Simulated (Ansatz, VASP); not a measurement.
One calculation of Hg, two programs

File INCAR:

```
SYSTEM = Hg
ALGO     = Normal         ! electronic algorithm
EDIFF    = 1E-6           ! SCF threshold, eV
ENCUT    = 500            ! plane-wave cutoff, eV
GGA      = PE             ! functional
GGA_COMPAT= .False.      
ISIF     = 2              ! what is computed and relaxed
ISMEAR   = -1             ! smearing method
LASPH    = .True.         ! aspherical terms in the spheres
LCHARG   = .False.        ! write CHGCAR
LREAL    = .False.        ! projectors in reciprocal space
LWAVE    = .False.        ! write WAVECAR
NBANDS   = 12             ! bands
NELM     = 120            ! most SCF steps
PREC     = Accurate       ! precision mode
SIGMA    = 0.08           ! smearing width, eV
```

File KPOINTS:

```
k-points
0
Gamma
  12 12 12
  0 0 0
```

POSCAR

```
Hg
1.0
    2.8541627892      0.0000000000      0.0000000000
    0.0000000000      2.8541627892      0.0000000000
    0.0000000000      0.0000000000      2.8541627892
Hg
1
Direct
    0.0000000000      0.0000000000      0.0000000000
```

Input for Ansatz:

```yaml
crystal:
  lattice:
    - [2.8541627892, 0.0, 0.0]
    - [0.0, 2.8541627892, 0.0]
    - [0.0, 0.0, 2.8541627892]
  atoms:
    - { symbol: Hg, position: [0.0, 0.0, 0.0] }
kpoints:
  mp_grid: { grid: [12, 12, 12] }
scf:
  occupations: { method: fermi_dirac, width: 0.08 }
hamiltonian:
  xc: pbe
  pseudopotentials: { kind: all_electron, lapw: { basis_error: 0.001 } }
output:
  forces: true
  stress: true
  eigenvalues: true
  populations: true
```

Change from the starting cell: volume scaled by 0.78, LAPW.

Alike in both runs: task single point; functional PBE; k mesh 12 × 12 × 12; occupations fermi-dirac, width 0.08 eV; no spin polarisation.

|  | VASP | Ansatz |
| --- | --- | --- |
| version | VASP 6.6.1 | Ansatz 0.2.0 |
| potentials or method | VASP PAW PBE potentials, release 64 (Hg), cutoff 500 eV | all-electron LAPW, scalar-relativistic |

|  | VASP | Ansatz | Ansatz less VASP |
| --- | --- | --- | --- |
| pressure (GPa) | 11.5 | 10.8 | -0.69 |

Ansatz ran all-electron here, and VASP with PAW potentials.

Neither program's run includes spin-orbit coupling.
